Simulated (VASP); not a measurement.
# C (Fm-3m) in VASP: further runs

The runs below take C through single point, relaxation of cell and atoms, with PBEsol.

All numbers are computed with VASP 6.6.1; they aren't measurements. Logs are shortened: lines on timing, memory, paths and dates and some standing lists are left out, and cuts for length are marked.

### Step 1. The cell of the first run

Symmetry: Fm-3m, No. 225, cubic system. Conventional cell: a = 3.036 Å, b = 3.036 Å, c = 3.036 Å, α = 90.00°, β = 90.00°, γ = 90.00°. Within 2.8 Å of C (site symmetry m-3m) lie 12 C at 2.15 Å.

### Step 2. Single point, PBEsol

File INCAR:

```
SYSTEM = C
PREC = Accurate
ENCUT = 520
EDIFF = 1E-7
ISMEAR = -1
SIGMA = 0.1
LREAL = .False.
LASPH = .True.
NELM = 100
ALGO = Normal
ISIF = 2
LWAVE = .False.
LCHARG = .False.
GGA = PS
NBANDS = 8
```

File KPOINTS:

```
Automatic mesh
0
Gamma
  29 29 29
  0 0 0
```

File POSCAR:

```
C
1.0
    0.0000000000      1.5180457172      1.5180457172
    1.5180457172      0.0000000000      1.5180457172
    1.5180457172      1.5180457172      0.0000000000
C
1
Direct
    0.0000000000      0.0000000000      0.0000000000
```

Potentials or basis: VASP PAW PBE potentials, release 64 (C).

Command:

```bash
$ cat potpaw_PBE.64/C/POTCAR > POTCAR
$ mpirun -np 1 vasp_std > vasp.out
```

OUTCAR:

```text
SYSTEM = C
   PREC = Accurate
   ENCUT = 520
   EDIFF = 1E-7
   ISMEAR = -1
   LREAL = .False.
   LASPH = .True.
   NELM = 100
   ISIF = 2
   GGA = PS

 ion  position               nearest neighbor table
   1  0.000  0.000  0.000-

  LATTYP: Found a face centered cubic cell.
 ALAT       =     3.0360914344

  Lattice vectors:

 A1 = (   0.0000000000,   1.5180457172,   1.5180457172)
 A2 = (   1.5180457172,   0.0000000000,   1.5180457172)
 A3 = (   1.5180457172,   1.5180457172,   0.0000000000)

Analysis of symmetry for initial positions (statically):
=====================================================================
 Subroutine PRICEL returns:
 Original cell was already a primitive cell.

 Routine SETGRP: Setting up the symmetry group for a
 face centered cubic supercell.

 Subroutine GETGRP returns: Found 48 space group operations
 (whereof 48 operations were pure point group operations)
 out of a pool of 48 trial point group operations.

The static configuration has the point symmetry O_h .

Analysis of symmetry for dynamics (positions and initial velocities):
=====================================================================
 Subroutine PRICEL returns:
 Original cell was already a primitive cell.

 Routine SETGRP: Setting up the symmetry group for a
 face centered cubic supercell.

 Subroutine GETGRP returns: Found 48 space group operations
 (whereof 48 operations were pure point group operations)
 out of a pool of 48 trial point group operations.

The dynamic configuration has the point symmetry O_h .

 Subroutine INISYM returns: Found 48 space group operations
 (whereof 48 operations are pure point group operations),
 and found     1 'primitive' translations

----------------------------------------------------------------------------------------

                                     Primitive cell

  volume of cell :       6.9966

  direct lattice vectors                    reciprocal lattice vectors
     0.000000000  1.518045717  1.518045717    -0.329370845  0.329370845  0.329370845
     1.518045717  0.000000000  1.518045717     0.329370845 -0.329370845  0.329370845
     1.518045717  1.518045717  0.000000000     0.329370845  0.329370845 -0.329370845

  length of vectors
     2.146840842  2.146840842  2.146840842     0.570487037  0.570487037  0.570487037

  position of ions in fractional coordinates (direct lattice)
     0.000000000  0.000000000  0.000000000

  ion indices of the primitive-cell ions
   primitive index   ion index
                 1           1

----------------------------------------------------------------------------------------

 KPOINTS: Automatic mesh

Automatic generation of k-mesh.
 Grid dimensions read from file:
 generate k-points for:   29   29   29

 Generating k-lattice:

  Cartesian coordinates                     Fractional coordinates (reciprocal lattice)
    -0.011357615  0.011357615  0.011357615     0.034482759  0.000000000  0.000000000
     0.011357615 -0.011357615  0.011357615     0.000000000  0.034482759  0.000000000
     0.011357615  0.011357615 -0.011357615     0.000000000  0.000000000  0.034482759

  Length of vectors
     0.019671967  0.019671967  0.019671967

  Shift w.r.t. Gamma in fractional coordinates (k-lattice)
     0.000000000  0.000000000  0.000000000

 Subroutine IBZKPT returns following result:
 ===========================================

 Found    680 irreducible k-points:

 Following reciprocal coordinates:
            Coordinates               Weight
  0.000000  0.000000  0.000000      1.000000
  0.034483  0.000000  0.000000      8.000000
  0.068966  0.000000  0.000000      8.000000
  0.103448  0.000000  0.000000      8.000000
  0.137931  0.000000  0.000000      8.000000
  0.172414  0.000000  0.000000      8.000000
[... 16 lines left out ...]
  0.275862  0.034483  0.000000     24.000000
  0.310345  0.034483  0.000000     24.000000
 [... further k-points ...]
   k-points           NKPTS =    680   k-points in BZ     NKDIM =    680   number of bands    NBANDS=      8
   number of dos      NEDOS =    301   number of ions     NIONS =      1
   total plane-waves  NPLWV =   4096
   dimension x,y,z NGX =    16 NGY =   16 NGZ =   16
   dimension x,y,z NGXF=    32 NGYF=   32 NGZF=   32
   ions per type =               1
   NGX,Y,Z   is equivalent  to a cutoff of  12.39, 12.39, 12.39 a.u.
   NGXF,Y,Z  is equivalent  to a cutoff of  24.78, 24.78, 24.78 a.u.
 SYSTEM =  C
   PREC   = accura    normal or accurate (medium, high low for compatibility)
   ISTART =      0    job   : 0-new  1-cont  2-samecut
   ICHARG =      2    charge: 1-file 2-atom 10-const
   ISPIN  =      1    spin polarized calculation?
   LNONCOLLINEAR =      F non collinear calculations
   LSORBIT =      F    spin-orbit coupling
   LASPH  =      T    aspherical Exc in radial PAW
   ENCUT  =  520.0 eV  38.22 Ry    6.18 a.u.   3.99  3.99  3.99*2*pi/ulx,y,z
   NELM   =    100;   NELMIN=  2; NELMDL= -5     # of ELM steps
   EDIFF  = 0.1E-06   stopping-criterion for ELM
   LREAL  =      F    real-space projection
   EDIFFG = 0.1E-05   stopping-criterion for IOM
   NSW    =      0    number of steps for IOM
   IBRION =     -1    ionic relax: 0-MD 1-quasi-New 2-CG
   NFREE  =      0    steps in history (QN), initial steepest desc. (CG)
   ISIF   =      2    stress and relaxation
   ISYM   =      2    0-nonsym 1-usesym 2-fastsym
   POTIM  = 0.5000    time-step for ionic-motion
   TEBEG  =    0.0;   TEEND  =   0.0 temperature during run
   PSTRESS=    0.0 pullay stress
   NELECT =       4.0000    total number of electrons
   NUPDOWN=      -1.0000    fix difference up-down
   EMIN   =  10.00;   EMAX   =-10.00  energy-range for DOS
   EFERMI =   0.00;   METHOD = LEGACY
   ISMEAR =    -1;   SIGMA  =   0.10  broadening in eV -4-tet -1-fermi 0-gaus
   EFERMI_NEDOS =   21; number of points for ismear=-14 and -15
   IALGO  =     38    algorithm
   IMIX   =      4    mixing-type and parameters
     AMIX     =   0.40;   BMIX     =  1.00
     AMIX_MAG =   1.60;   BMIX_MAG =  1.00
  volume/ion in A,a.u.               =       7.00        47.22
  Fermi-wavevector in a.u.,A,eV,Ry     =   1.358730  2.567628 25.118375  1.846148
  Thomas-Fermi vector in A             =   2.485539
   LORBIT       =      0    0 simple, 1 ext, 2 COOP (PROOUT), +10 PAW based schemes
   GGA     = PS    functional components
   LHFCALC =     F    Hartree Fock is set to
   AEXX    =    0.0000 exact exchange contribution
   IVDW    =     0    specifies the selected vdW correction
   LEPSILON=     F    determine dielectric tensor
   LRPA    =     F    only Hartree local field effects (RPA)
 non-spin polarized calculation
  energy-cutoff  :      520.00
  volume of cell :        7.00
 maximum number of plane-waves:       200
   NGX =  7   NGY =  7   NGZ =  7

 number of electron       4.0000000 magnetization

 Free energy of the ion-electron system (eV)
  ---------------------------------------------------
  ext. energy  EPLUGINS =         0.00000000
  ---------------------------------------------------
  free energy    TOTEN  =        -5.19507272 eV

  energy without entropy =       -5.18319700  energy(sigma->0) =       -5.18913486

 E-fermi :   8.2098     XC(G=0): -12.9998

 val. band max:        8.2075802458   @ k =  -0.4138   0.3448   0.1379
 cond. band min:       8.2163548655   @ k =  -0.2414   0.2759   0.0690
 fundamental gap:      0.0087746197
 Fermi energy:         8.2098074247

 k-point     1 :       0.0000    0.0000    0.0000
  band No.  band energies     occupation
      1     -11.1740      2.00000
      2      16.5579      0.00000
      3      16.5579      0.00000
      4      16.5579      0.00000
      5      38.6899      0.00000
      6      38.6899      0.00000
      7      38.6899      0.00000
      8      40.3910      0.00000

 k-point     2 :       0.0345    0.0000    0.0000
  band No.  band energies     occupation
      1     -11.1252      2.00000
      2      16.4056      0.00000
      3      16.5308      0.00000
      4      16.5308      0.00000
      5      38.0941      0.00000
      6      38.7667      0.00000
      7      38.7667      0.00000
      8      40.3606      0.00000

 k-point     3 :       0.0690    0.0000    0.0000
  band No.  band energies     occupation
      1     -10.9787      2.00000
      2      15.9560      0.00000
      3      16.4525      0.00000
      4      16.4525      0.00000
      5      36.9686      0.00000
      6      38.9819      0.00000
      7      38.9819      0.00000
      8      40.2695      0.00000

 k-point     4 :       0.1034    0.0000    0.0000
  band No.  band energies     occupation
      1     -10.7346      2.00000
      2      15.2240      0.00000
      3      16.3294      0.00000
      4      16.3294      0.00000
      5      35.8836      0.00000
      6      39.2850      0.00000
      7      39.2850      0.00000
      8      40.1178      0.00000

 k-point     5 :       0.1379    0.0000    0.0000
  band No.  band energies     occupation
      1     -10.3933      2.00000
      2      14.2382      0.00000
      3      16.1710      0.00000
      4      16.1710      0.00000
      5      34.9939      0.00000
      6      39.5753      0.00000
      7      39.5753      0.00000
      8      39.9071      0.00000
[... 177 lines left out ...]
 k-point    22 :       0.2414    0.0345    0.0000
  band No.  band energies     occupation
      1      -8.9681      2.00000
      2      10.7235      0.00000
      3      15.3455      0.00000
      4      15.8083      0.00000
      5      33.5569      0.00000
      6      37.9173      0.00000
      7      39.5552      0.00000
      8      40.0438      0.00000

 k-point    23 :       0.2759    0.0345    0.0000
  band No.  band energies     occupation
      1      -8.2745      2.00000
      2       9.2006      0.00010
      3      15.1569      0.00000
      4      15.6051      0.00000
      5      33.3950      0.00000
      6      37.2501      0.00000
      7      39.0331      0.00000
      8      39.8157      0.00000

 k-point    24 :       0.3103    0.0345    0.0000
  band No.  band energies     occupation
      1      -7.4869      2.00000
      2       7.6324      1.99380
      3      14.9920      0.00000
      4      15.4030      0.00000
      5      33.3375      0.00000
      6      36.6101      0.00000
      7      38.4273      0.00000
      8      39.5242      0.00000

 [... further k-points ...]

------------------------ aborting loop because EDIFF is reached ----------------------------------------

  FORCE on cell =-STRESS in cart. coord.  units (eV):
  Direction    XX          YY          ZZ          XY          YZ          ZX
  --------------------------------------------------------------------------------------
  -------------------------------------------------------------------------------------
  Total       -0.0023813     -0.0023813     -0.0023813      0.0000000     -0.0000000      0.0000000
  in kB       -0.5453125     -0.5453125     -0.5453125      0.0000000     -0.0000000      0.0000000
  external PRESSURE =      -0.5453125 kB  Pullay stress =       0.0000000 kB

 VOLUME and BASIS-vectors are now :
 -----------------------------------------------------------------------------
  energy-cutoff  :      520.00
  volume of cell :        7.00
      direct lattice vectors                 reciprocal lattice vectors
     0.000000000  1.518045717  1.518045717    -0.329370845  0.329370845  0.329370845
     1.518045717  0.000000000  1.518045717     0.329370845 -0.329370845  0.329370845
     1.518045717  1.518045717  0.000000000     0.329370845  0.329370845 -0.329370845

 POSITION                                       TOTAL-FORCE (eV/Angst)
 -----------------------------------------------------------------------------------
      0.00000      0.00000      0.00000         0.000000     -0.000000     -0.000000
 -----------------------------------------------------------------------------------
    total drift:                                0.000000     -0.000000     -0.000000

  FREE ENERGIE OF THE ION-ELECTRON SYSTEM (eV)
  ---------------------------------------------------
  free  energy   TOTEN  =        -5.1950727242 eV

  energy  without entropy=       -5.1831970026  energy(sigma->0) =       -5.18913486
```

Run time: 11 s. Hardware: 1 thread of Intel Xeon 6975P-C, shared host; peak memory 0.14 GiB.

Results:

| Property | Result |
| --- | --- |
| Free energy | -5.1951 eV |
| Pressure | -0.1 GPa |
| Band gap on the k mesh | zero (band 2 reaches 16.56 eV, above the bottom of band 3 at 4.67 eV) |

Levels at points of the mesh, in eV from the Fermi level:
```csv
k point,band 1,band 2,band 3,band 4,band 5,band 6
"(0.00, 0.00, 0.00)",-19.38,8.35,8.35,8.35,30.48,30.48
```

Caveat: the PAW data sets were made with another functional, which shifts forces and pressure a little.

### Step 3. Single point, PBEsol

File INCAR:

```
ALGO     = Normal         # electronic algorithm
EDIFF    = 1E-6           # SCF threshold, eV
ENCUT    = 600            # plane-wave cutoff, eV
GGA      = PS             # functional
GGA_COMPAT= F            
ISIF     = 2              # what is computed and relaxed
ISMEAR   = -1             # smearing method
LASPH    = T              # aspherical terms in the spheres
LCHARG   = F              # write CHGCAR
LREAL    = F              # projectors in reciprocal space
LWAVE    = F              # write WAVECAR
NBANDS   = 8              # bands
NELM     = 120            # most SCF steps
PREC     = Accurate       # precision mode
SIGMA    = 0.1            # smearing width, eV
```

File KPOINTS:

```
k-points
0
Gamma
  18 18 18
```

POSCAR is that of step 2.

Potentials or basis: VASP PAW PBE potentials, release 64 (C).

Command:

```bash
$ cat potpaw_PBE.64/C/POTCAR > POTCAR
$ mpirun -np 1 vasp_std > vasp.out
```

Run time: 4.3 s. Hardware: 1 thread of Intel Xeon 6975P-C (Granite Rapids), shared host; peak memory 0.11 GiB.

It converged, with:

| Item | Value |
| --- | --- |
| Free energy | -5.1956 eV |
| Pressure | 0.1 GPa |
| Band gap on the k mesh | zero (band 2 reaches 16.56 eV, above the bottom of band 3 at 4.93 eV) |

Levels at points of the mesh, in eV from the Fermi level:
```tsv
k point	band 1	band 2	band 3	band 4	band 5	band 6
(0.00, 0.00, 0.00)	-19.39	8.34	8.34	8.34	30.48	30.48
(0.50, 0.00, 0.00)	-9.56	-9.16	6.53	6.53	25.36	27.81
(0.50, 0.50, 0.00)	-7.17	-5.43	2.29	2.29	14.91	16.31
```

Caveat: the PAW data sets were made with another functional, which shifts forces and pressure a little.

### Step 4. Relaxation of cell and atoms, PBEsol

This run uses another cell than the first one, of 6.62 Å³/atom, 0.946 times its volume.

File INCAR:

```
ALGO = Normal
EDIFF = 1E-7
EDIFFG = -0.01
ENCUT = 600
GGA = PS
GGA_COMPAT = False
IBRION = 2
ISIF = 3
ISMEAR = -1
LASPH = True
LCHARG = False
LREAL = False
LWAVE = False
NELM = 120
NELMIN = 4
NSW = 80
PREC = Accurate
SIGMA = 0.1
```

KPOINTS is that of step 3.

File POSCAR:

```
C
1.0
    0.0000000000      1.4900140304      1.4900140304
    1.4900140304      0.0000000000      1.4900140304
    1.4900140304      1.4900140304      0.0000000000
C
1
Direct
    0.0000000000      0.0000000000      0.0000000000
```

Command:

```bash
$ cat potpaw_PBE.64/C/POTCAR > POTCAR
$ mpirun -np 1 vasp_std > vasp.out
```

Run time: 6.7 s. Hardware: 1 thread of Intel Xeon 6975P-C (Granite Rapids), shared host; peak memory 0.11 GiB.

Results (log left out):

```
Free energy                            : -5.1950 eV
Relaxed volume                         : 7.00 Å³/atom
Relaxed cell                           : a = 2.147 Å, b = 2.147 Å, c = 2.147 Å, α = 60.00°, β = 60.00°, γ = 60.00°
Space group after relaxing (to 0.05 Å) : Fm-3m (No. 225)
Energy gained by relaxing              : 12.5 meV/atom
Ionic steps                            : 3
Pressure after relaxing                : 0.0 GPa
Band gap on the k mesh                 : zero (band 2 reaches 16.54 eV, above the bottom of band 3 at 4.93 eV)
```

The path:
| step | energy change (eV) | largest force (eV/Å) | pressure (GPa) | volume (Å³) |
| --- | --- | --- | --- | --- |
| 1 | 0.0000 | 0.0000 | 10.81 | 6.62 |
| 2 | -0.0122 | 0.0000 | -1.26 | 7.05 |
| 3 | -0.0125 | 0.0000 | 0.02 | 7.00 |

Final structure:
```xyz
1
Lattice="0.0000 1.5183 1.5183 1.5183 0.0000 1.5183 1.5183 1.5183 0.0000" Properties=species:S:1:pos:R:3 pbc="T T T"
C     0.0000    0.0000    0.0000
```

Levels at points of the mesh, in eV from the Fermi level:
```tsv
k point	band 1	band 2	band 3	band 4	band 5
(0.00, 0.00, 0.00)	-19.38	8.34	8.34	8.34	30.47
(0.50, 0.00, 0.00)	-9.56	-9.15	6.53	6.53	25.35
(0.50, 0.50, 0.00)	-7.16	-5.43	2.29	2.29	14.90
```

Caveat: the PAW data sets were made with another functional, which shifts forces and pressure a little.

### Step 5. The runs side by side

```tsv
task	cell	k mesh	cutoff (eV)	gap on the mesh (eV)	pressure (GPa)
single point	a = 2.147 Å, angles 60.0°, 1 atom	29 × 29 × 29	520	none	-0.1
single point	a = 2.147 Å, angles 60.0°, 1 atom	18 × 18 × 18	600	none	0.1
relaxation of cell and atoms	relaxed from a = 2.107 Å, angles 60.0°, 1 atom	18 × 18 × 18	600	none	0.0
```

Alike in all rows: level PBEsol; potentials or basis VASP PAW PBE potentials, release 64 (C); no spin polarisation; smearing fermi-dirac 0.1 eV.

Caveats: the PAW data sets were made with another functional, which shifts forces and pressure a little.

Absolute energies hang on the potentials; compare differences alone.
